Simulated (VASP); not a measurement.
**LiH9O5: single point with LDA**

The system is LiH9O5.

```
O H Li
1.0
     5.47370    0.00000    0.00000
     0.00000    5.47370    0.00000
     0.00000    0.00000    5.47370
O H Li
5 9 1
Direct
  0.71133 0.46924 0.19736
  0.92753 0.63425 0.66443
  0.47001 0.19800 0.57718
  0.27013 0.31688 0.96889
  0.55694 0.82747 0.86373
  0.63705 0.59941 0.08740
  0.61397 0.33025 0.14071
  0.77397 0.71708 0.73387
  0.89022 0.54937 0.50794
  0.52657 0.06571 0.70071
  0.60056 0.32082 0.55394
  0.22959 0.16601 0.05861
  0.33652 0.26998 0.79363
  0.42054 0.72472 0.80657
  0.04830 0.53344 0.97846
```

| Quantity | Value |
| --- | --- |
| Program | VASP 6.6.1 |
| Task | single point |
| Functional | LDA |
| Potentials or basis | VASP PAW LDA potentials, release 64 (O, H, Li_sv) |
| Cutoff | 650 eV |
| k mesh | 1 × 1 × 1 |
| Occupations | fermi-dirac, width 0.02 eV |
| Spin | no spin polarisation |
| Dipole correction | no |
| Further INCAR settings | ALGO = Normal; EDIFF = 1e-06; NBANDS = 34 |

The pressure is -1.8 GPa. The largest force is 1.316 eV/Å and the band gap on the k mesh is 3.67 eV.

Forces in eV/Å, atoms in the order of the input:
```
O    0.651  0.506 -0.543
O    0.720 -0.870 -0.122
O    0.197  0.328  0.386
O    0.227 -0.878  0.427
O   -0.007 -0.242  0.193
H    0.013  0.682  0.168
H   -0.256 -0.505  0.130
H   -0.902  0.408 -0.117
H   -0.043  0.533  0.449
H    0.378 -0.825 -0.286
H   -0.283 -0.306 -0.083
H    0.386  0.316 -0.344
H   -0.082  0.113  0.063
H    0.217  0.290 -0.100
Li  -1.217  0.451 -0.220
```

Stress tensor (GPa, compression positive):
```
-0.28 -1.66 -0.98
-1.66 -0.70  1.22
-0.98  1.22 -4.27
```

Levels at points of the mesh, in eV from the valence-band top:
```tsv
k point	band 19	band 20	band 21	band 22	band 23	band 24
(0.00, 0.00, 0.00)	-1.04	-0.18	0.00	3.67	7.15	7.77
```

It took 10 s on 1 thread of AMD EPYC 7R43 64-Core Processor (Zen 3), with other jobs on the host, peak memory 0.2 GiB.

Caveat: the k points lie up to 1.15 Å⁻¹ apart.
